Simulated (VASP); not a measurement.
Set up this calculation in VASP 6.6.1, as the native input.

```
Task                   : single point
Functional             : PBEsol
Potentials or basis    : VASP PAW PBE potentials, release 64 (Ti_sv, Al)
Cutoff                 : 520 eV
k mesh                 : 15 × 15 × 6
Occupations            : gaussian, width 0.15 eV
Spin                   : no spin polarisation
Dipole correction      : no
Further INCAR settings : ALGO = Fast; EDIFF = 1e-06; NBANDS = 28
```

The structure of Ti3Al lies in POSCAR:

```
Ti3Al
1.0
    2.9488768782      0.0000000000      0.0000000000
   -1.4744384391      2.5538022892      0.0000000000
    0.0000000000      0.0000000000      8.8103594491
Ti Al
3 1
Direct
    0.6666666667      0.3333333333      0.0000000000
    0.3333333333      0.6666666667      0.7457017510
    0.3333333333      0.6666666667      0.2542982490
    0.6666666667      0.3333333333      0.5000000000
```

This cell differs from its parent crystal: atoms shifted along a free coordinate, c/a of the conventional cell at fixed volume 2.9877.

These files were run (other wordings do the same):

INCAR

```
  PREC = Accurate
  ENCUT = 520
  EDIFF = 1E-6
  ISMEAR = 0
  SIGMA = 0.15
  LREAL = F
  LASPH = T
  NELM = 100
  ALGO = Fast
  ISIF = 2
  LWAVE = F
  LCHARG = F
  GGA = PS
  NBANDS = 28
```

KPOINTS

```
regular mesh
0
Gamma
  15 15 6
```

Potentials or basis: VASP PAW PBE potentials, release 64 (Ti_sv, Al).

The run is started by

```bash
$ cat potpaw_PBE.64/Ti_sv/POTCAR potpaw_PBE.64/Al/POTCAR > POTCAR
$ mpirun -np 1 vasp_std > vasp.out
```

It gave:

```yaml
Pressure: 0.5 GPa
Largest_force: 0.566 eV/Å
Band_gap_on_the_k_mesh: zero (an odd number of electrons rules out a gap without spin polarisation)
```

Caveat: the PAW data sets were made with another functional, which shifts forces and pressure a little.

Wall time 4.8 min on 1 thread of Intel(R) Xeon(R) 6975P-C (Granite Rapids), on a shared host, peak memory 0.31 GiB.
